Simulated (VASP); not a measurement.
# ZnO (Pm-3m) in VASP: a series of runs

The runs below take ZnO through relaxation of cell and atoms, single point, with PBEsol-based screened hybrid with 25 % exact exchange, HF, PBEsol-based global hybrid with 25 % exact exchange, PBE0.

All numbers are computed with VASP 6.6.1; they aren't measurements. Logs are shortened: lines on timing, memory, paths and dates and some standing lists are left out, and cuts for length are marked.

## (1) The cell of the first run

Symmetry: Pm-3m, No. 221, cubic system. Conventional cell: a = 2.688 Å, b = 2.688 Å, c = 2.688 Å, α = 90.00°, β = 90.00°, γ = 90.00°. Zn (site symmetry m-3m) has 8 O at 2.33 Å and 6 Zn at 2.69 Å within 3.1 Å. Within 3.1 Å of O (site symmetry m-3m) lie 8 Zn at 2.33 Å and 6 O at 2.69 Å.

## (2) Relaxation of cell and atoms, PBEsol-based screened hybrid with 25 % exact exchange

POSCAR reads:

```
ZnO
1.0
    2.6882100000      0.0000000000      0.0000000000
    0.0000000000      2.6882100000      0.0000000000
    0.0000000000      0.0000000000      2.6882100000
Zn O
1 1
Direct
    0.0000000000      0.0000000000      0.0000000000
    0.5000000000      0.5000000000      0.5000000000
```

INCAR.step1 reads:

```
ALGO = Normal
EDIFF = 1E-5
ENCUT = 600
GGA = PE
ISMEAR = -1
LASPH = T
LCHARG = F
LREAL = F
LWAVE = T
NBANDS = 16
NELM = 100
PREC = Accurate
SIGMA = 0.05
```

INCAR.step2 reads:

```
AEXX = 0.25
ALGO = Normal
EDIFF = 1E-6
EDIFFG = -0.01
ENCUT = 600
GGA = PS
HFSCREEN = 0.207
IBRION = 2
ISIF = 3
ISMEAR = -1
ISTART = 1
LASPH = T
LCHARG = F
LHFCALC = T
LREAL = F
LWAVE = F
NELM = 100
NSW = 60
PREC = Accurate
PRECFOCK = Normal
SIGMA = 0.05
```

KPOINTS reads:

```
k-points
0
Gamma
  5 5 5
```

Potentials or basis: VASP PAW PBE potentials, release 64 (Zn, O).

Started as:

```
$ cat potpaw_PBE.64/Zn/POTCAR potpaw_PBE.64/O/POTCAR > POTCAR
$ cp INCAR.step1 INCAR
$ mpirun -np 1 vasp_std > vasp.out
$ cp INCAR.step2 INCAR
$ mpirun -np 1 vasp_std > vasp.out
```

OUTCAR:

```text
AEXX = 0.25
   EDIFF = 1E-6
   EDIFFG = -0.01
   ENCUT = 600
   GGA = PS
   HFSCREEN = 0.207
   IBRION = 2
   ISIF = 3
   ISMEAR = -1
   ISTART = 1
   LASPH = T
   LHFCALC = T
   LREAL = F
   NELM = 100
   NSW = 60
   PREC = Accurate
   PRECFOCK = Normal

 ion  position               nearest neighbor table
   1  0.000  0.000  0.000-   2 2.33   2 2.33   2 2.33   2 2.33   2 2.33   2 2.33   2 2.33   2 2.33

   2  0.500  0.500  0.500-   1 2.33   1 2.33   1 2.33   1 2.33   1 2.33   1 2.33   1 2.33   1 2.33

  LATTYP: Found a simple cubic cell.
 ALAT       =     2.6882100000

  Lattice vectors:

 A1 = (   2.6882100000,   0.0000000000,   0.0000000000)
 A2 = (   0.0000000000,   2.6882100000,   0.0000000000)
 A3 = (   0.0000000000,   0.0000000000,   2.6882100000)

Analysis of symmetry for initial positions (statically):
=====================================================================
 Subroutine PRICEL returns:
 Original cell was already a primitive cell.

 Routine SETGRP: Setting up the symmetry group for a
 simple cubic supercell.

 Subroutine GETGRP returns: Found 48 space group operations
 (whereof 48 operations were pure point group operations)
 out of a pool of 48 trial point group operations.

The static configuration has the point symmetry O_h .

Analysis of symmetry for dynamics (positions and initial velocities):
=====================================================================
 Subroutine PRICEL returns:
 Original cell was already a primitive cell.

 Routine SETGRP: Setting up the symmetry group for a
 simple cubic supercell.

 Subroutine GETGRP returns: Found 48 space group operations
 (whereof 48 operations were pure point group operations)
 out of a pool of 48 trial point group operations.

The dynamic configuration has the point symmetry O_h .

 Subroutine INISYM returns: Found 48 space group operations
 (whereof 48 operations are pure point group operations),
 and found     1 'primitive' translations

----------------------------------------------------------------------------------------

                                     Primitive cell

  volume of cell :      19.4263

  direct lattice vectors                    reciprocal lattice vectors
     2.688210000  0.000000000  0.000000000     0.371994747  0.000000000  0.000000000
     0.000000000  2.688210000  0.000000000     0.000000000  0.371994747  0.000000000
     0.000000000  0.000000000  2.688210000     0.000000000  0.000000000  0.371994747

  length of vectors
     2.688210000  2.688210000  2.688210000     0.371994747  0.371994747  0.371994747

  position of ions in fractional coordinates (direct lattice)
     0.000000000  0.000000000  0.000000000
[... 66 lines left out ...]
   NSW    =     60    number of steps for IOM
   IBRION =      2    ionic relax: 0-MD 1-quasi-New 2-CG
   NFREE  =      1    steps in history (QN), initial steepest desc. (CG)
   ISIF   =      3    stress and relaxation
   ISYM   =      3    0-nonsym 1-usesym 2-fastsym
   POTIM  = 0.5000    time-step for ionic-motion
   TEBEG  =    0.0;   TEEND  =   0.0 temperature during run
   PSTRESS=    0.0 pullay stress
   NELECT =      18.0000    total number of electrons
   NUPDOWN=      -1.0000    fix difference up-down
   EMIN   =  10.00;   EMAX   =-10.00  energy-range for DOS
   EFERMI =   0.00;   METHOD = LEGACY
   ISMEAR =    -1;   SIGMA  =   0.05  broadening in eV -4-tet -1-fermi 0-gaus
   EFERMI_NEDOS =   21; number of points for ismear=-14 and -15
   IALGO  =     38    algorithm
   IMIX   =      1    mixing-type and parameters
     AMIX     =   0.40;   BMIX     =  1.00
     AMIX_MAG =   1.60;   BMIX_MAG =  1.00
  volume/ion in A,a.u.               =       9.71        65.55
  Fermi-wavevector in a.u.,A,eV,Ry     =   1.596011  3.016023 34.657444  2.547250
  Thomas-Fermi vector in A             =   2.693840
   LORBIT       =      0    0 simple, 1 ext, 2 COOP (PROOUT), +10 PAW based schemes
   GGA     = PS    functional components
   LHFCALC =     T    Hartree Fock is set to
   PRECFOCK=normal    Normal, Fast or Accurate (Low or Medium for compatibility)
   ENCUT4O =  -1.0   cutoff for four orbital integrals eV
   NKREDX  =     1    reduce k-point grid by
   NKREDY  =     1    reduce k-point grid by
   NKREDZ  =     1    reduce k-point grid by
   AEXX    =    0.2500 exact exchange contribution
   HFSCREEN=    0.2070 screening length (either q_TF or 0.3 A-1)
   HFSCREENC=   0.2070 screening length for correlation (either q_TF or 0.3 A-1)
   ENCUTFOCK=  -1.0 apply spherical cutoff to Coloumb kernel
   IVDW    =     0    specifies the selected vdW correction
   LEPSILON=     F    determine dielectric tensor
   LRPA    =     F    only Hartree local field effects (RPA)
 conjugate gradient relaxation of ions
 non-spin polarized calculation
  energy-cutoff  :      600.00
  volume of cell :       19.43
 maximum number of plane-waves:       657
 NGX is ok and might be reduce to    24
  NGX = 18; NGY = 18; NGZ = 18

--------------------------------------- Ionic step        1  -------------------------------------------

 number of electron      18.0000000 magnetization

 Free energy of the ion-electron system (eV)
  ---------------------------------------------------
  ext. energy  EPLUGINS =         0.00000000
  ---------------------------------------------------
  free energy    TOTEN  =       -10.34739708 eV

  energy without entropy =      -10.34707829  energy(sigma->0) =      -10.34723768

 E-fermi :   2.2696     XC(G=0): -10.3309

 val. band max:        1.9165351265   @ k =   0.4000   0.4000   0.0000
 cond. band min:       2.4414254220   @ k =   0.0000   0.0000   0.0000
 fundamental gap:      0.5248902956
 Fermi energy:         2.2696488844

 k-point     1 :       0.0000    0.0000    0.0000
  band No.  band energies     occupation
      1     -18.0715      2.00000
      2      -5.8885      2.00000
      3      -5.8885      2.00000
      4      -4.8706      2.00000
      5      -4.8706      2.00000
      6      -4.8706      2.00000
      7       0.7903      2.00000
      8       0.7903      2.00000
      9       0.7903      2.00000
     10       2.4414      0.06241
     11      17.6700      0.00000
     12      17.6700      0.00000
     13      21.6329      0.00000
[... 213 lines left out ...]
--------------------------------------- Ionic step        3  -------------------------------------------

 number of electron      18.0000005 magnetization

 Free energy of the ion-electron system (eV)
  ---------------------------------------------------
  ext. energy  EPLUGINS =         0.00000000
  ---------------------------------------------------
  free energy    TOTEN  =       -10.40624534 eV

  energy without entropy =      -10.40624255  energy(sigma->0) =      -10.40624395

 E-fermi :   3.1730     XC(G=0): -10.6573

 val. band max:        2.5435204349   @ k =   0.4000   0.0000   0.0000
 cond. band min:       3.6138651966   @ k =   0.0000   0.0000   0.0000
 fundamental gap:      1.0703447617
 Fermi energy:         3.1729885069

 k-point     1 :       0.0000    0.0000    0.0000
  band No.  band energies     occupation
      1     -18.0311      2.00000
      2      -5.3509      2.00000
      3      -5.3509      2.00000
      4      -4.1637      2.00000
      5      -4.1637      2.00000
      6      -4.1637      2.00000
      7       1.2779      2.00000
      8       1.2779      2.00000
      9       1.2779      2.00000
     10       3.6139      0.00030
     11      18.7714      0.00000
     12      18.7714      0.00000
     13      23.4114      0.00000
[... 171 lines left out ...]
  FREE ENERGIE OF THE ION-ELECTRON SYSTEM (eV)
  ---------------------------------------------------
  free  energy   TOTEN  =       -10.4062453373 eV

  energy  without entropy=      -10.4062425530  energy(sigma->0) =      -10.40624395

 reached required accuracy - stopping structural energy minimisation
```

It took 18 min on 1 thread of AMD EPYC 9R45 (Zen 5), shared host; peak memory 0.22 GiB.

What came out:

| Property | Result |
| --- | --- |
| Free energy | -10.4062 eV |
| Relaxed volume | 9.03 Å³/atom |
| Relaxed cell | a = 2.623 Å, b = 2.623 Å, c = 2.623 Å, α = 90.00°, β = 90.00°, γ = 90.00° |
| Space group after relaxing (to 0.1 Å) | Pm-3m (No. 221) |
| Energy gained by relaxing | 29.4 meV/atom |
| Ionic steps | 3 |
| Pressure after relaxing | -0.2 GPa |
| Band gap on the k mesh | 1.07 eV (least direct gap 2.34 eV) |

Step by step:
```csv
step,energy change (eV),largest force (eV/Å),pressure (GPa),volume (Å³)
1,0.0000,0.0000,-12.84,19.43
2,-0.0385,0.0000,9.42,17.32
3,-0.0588,0.0000,-0.16,18.05
```

Final structure:
```
CELL_PARAMETERS angstrom
2.62329 0.00000 0.00000
0.00000 2.62329 0.00000
0.00000 0.00000 2.62329
ATOMIC_POSITIONS crystal
Zn 0.00000 0.00000 0.00000
O 0.50000 0.50000 0.50000
```

Levels at points of the mesh, in eV from the valence-band top:
| k point | band 6 | band 7 | band 8 | band 9 | band 10 | band 11 | band 12 | band 13 |
| --- | --- | --- | --- | --- | --- | --- | --- | --- |
| (0.00, 0.00, 0.00) | -6.71 | -1.27 | -1.27 | -1.27 | 1.07 | 16.23 | 16.23 | 20.87 |

Caveat: the k points lie up to 0.48 Å⁻¹ apart in the final cell; the PAW data sets were made with another functional, which shifts forces and pressure a little; an odd mesh through Γ misses points on the zone boundary, where band edges can lie.

## (3) Relaxation of cell and atoms, HF

POSCAR is that of step 2.

INCAR.step1 reads:

```
SYSTEM = ZnO
PREC = Accurate
ENCUT = 600
EDIFF = 1E-5
ISMEAR = -1
SIGMA = 0.05
LREAL = .False.
LASPH = .True.
NELM = 80
ALGO = Normal
LWAVE = .True.
LCHARG = .False.
GGA = PE
NBANDS = 16
```

INCAR.step2 reads:

```
SYSTEM = ZnO
PREC = Accurate
ENCUT = 600
EDIFF = 1E-6
ISMEAR = -1
SIGMA = 0.05
LREAL = .False.
LASPH = .True.
NELM = 80
ALGO = Normal
ISIF = 3
LWAVE = .False.
LCHARG = .False.
GGA = PE
LHFCALC = .True.
AEXX = 1.0
ALDAC = 0.0
AGGAC = 0.0
PRECFOCK = Normal
IBRION = 2
NSW = 60
EDIFFG = -0.01
ISTART = 1
```

KPOINTS reads:

```
regular mesh
0
Gamma
  5 5 5
  0 0 0
```

Potentials or basis: VASP PAW PBE potentials, release 64 (Zn, O).

Started as:

```
$ cat potpaw_PBE.64/Zn/POTCAR potpaw_PBE.64/O/POTCAR > POTCAR
$ cp INCAR.step1 INCAR
$ mpirun -np 1 vasp_std > vasp.out
$ cp INCAR.step2 INCAR
$ mpirun -np 1 vasp_std > vasp.out
```

Wall time 18 min (1 thread of AMD EPYC 9R45 (Zen 5), shared host); peak memory 0.12 GiB.

It converged, with:

| Item | Value |
| --- | --- |
| Free energy | -17.7833 eV |
| Relaxed volume | 9.39 Å³/atom |
| Relaxed cell | a = 2.658 Å, b = 2.658 Å, c = 2.658 Å, α = 90.00°, β = 90.00°, γ = 90.00° |
| Space group after relaxing (to 0.1 Å) | Pm-3m (No. 221) |
| Energy gained by relaxing | 6.7 meV/atom |
| Ionic steps | 3 |
| Pressure after relaxing | -0.1 GPa |
| Band gap on the k mesh | 9.48 eV (least direct gap 10.82 eV) |

Step by step:
| step | energy change (eV) | largest force (eV/Å) | pressure (GPa) | volume (Å³) |
| --- | --- | --- | --- | --- |
| 1 | 0.0000 | 0.0000 | -6.49 | 19.43 |
| 2 | -0.0073 | 0.0000 | 4.73 | 18.34 |
| 3 | -0.0134 | 0.0000 | -0.14 | 18.77 |

Final structure:
```
Zn O
1.0
     2.65766    0.00000    0.00000
     0.00000    2.65766    0.00000
     0.00000    0.00000    2.65766
Zn O
1 1
Direct
  0.00000 0.00000 0.00000
  0.50000 0.50000 0.50000
```

Levels at points of the mesh, in eV from the valence-band top:
```
           k point  band 5  band 6  band 7  band 8  band 9  band 10  band 11  band 12  band 13
(0.00, 0.00, 0.00)  -11.30  -11.30   -1.34   -1.34   -1.34     9.48    25.07    25.07    31.21
```

Caveat: the k points lie up to 0.47 Å⁻¹ apart in the final cell; the PAW data sets were made with another functional, which shifts forces and pressure a little; an odd mesh through Γ misses points on the zone boundary, where band edges can lie.

(Continued in part 2 of 2.)
